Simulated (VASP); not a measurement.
Set up this calculation in VASP 6.6.1, as the native input.

| Item | Value |
| --- | --- |
| Task | relaxation of cell and atoms |
| Functional | PBE |
| Potentials or basis | VASP PAW PBE potentials, release 64 (Mg, Sn_d, N) |
| Cutoff | 600 eV |
| k mesh | 12 × 12 × 2 |
| Occupations | gaussian, width 0.1 eV |
| Spin | no spin polarisation |
| Dipole correction | no |
| Further INCAR settings | ALGO = Normal; EDIFF = 1e-07; IBRION = 2; EDIFFG = -0.01; NSW = 100; ISIF = 3 |

The structure of Mg3Sn3N lies in POSCAR:

```
Mg3Sn3N
1.0
    3.2570812571      0.0000000000      0.0000000000
   -1.6285406286      2.8207151109      0.0000000000
    0.0000000000      0.0000000000     16.0880143795
Mg Sn N
3 3 1
Direct
    0.6666666667      0.3333333333      0.4069665249
    0.3333333333      0.6666666667      0.0668342546
    0.6666666667      0.3333333333      0.9379843144
    0.0000000000      0.0000000000      0.5724942992
    0.0000000000      0.0000000000      0.2428358013
    0.3333333333      0.6666666667      0.7687212606
    0.0000000000      0.0000000000      0.0041635451
```

The input as run:

INCAR

```
PREC = Accurate
ENCUT = 600
EDIFF = 1E-7
ISMEAR = 0
SIGMA = 0.1
LREAL = False
LASPH = True
NELM = 80
ALGO = Normal
ISIF = 3
LWAVE = False
LCHARG = False
GGA = PE
IBRION = 2
NSW = 100
EDIFFG = -0.01
```

KPOINTS

```
Automatic mesh
0
Gamma
  12 12 2
```

Potentials or basis: VASP PAW PBE potentials, release 64 (Mg, Sn_d, N).

Command:

```sh
$ cat potpaw_PBE.64/Mg/POTCAR potpaw_PBE.64/Sn_d/POTCAR potpaw_PBE.64/N/POTCAR > POTCAR
$ mpirun -np 1 vasp_std > vasp.out
```

It gave:

The relaxed volume is 20.87 Å³/atom, the relaxed cell is a = 3.314 Å, b = 3.314 Å, c = 15.360 Å, α = 90.00°, β = 90.00°, γ = 120.00° and the space group after relaxing (to 0.1 Å) is P3m1 (No. 156). The energy gained by relaxing is 12.0 meV/atom and the ionic steps are 19. The pressure after relaxing is 0.0 GPa, the largest force after relaxing is 0.009 eV/Å and the band gap on the k mesh is zero (an odd number of electrons rules out a gap without spin polarisation).

Caveat: spin-orbit coupling is left out, which moves the levels of the heavy elements.

Wall time 31 min on 1 thread of Intel(R) Xeon(R) 6975P-C (Granite Rapids) (shared host), peak memory 0.49 GiB.
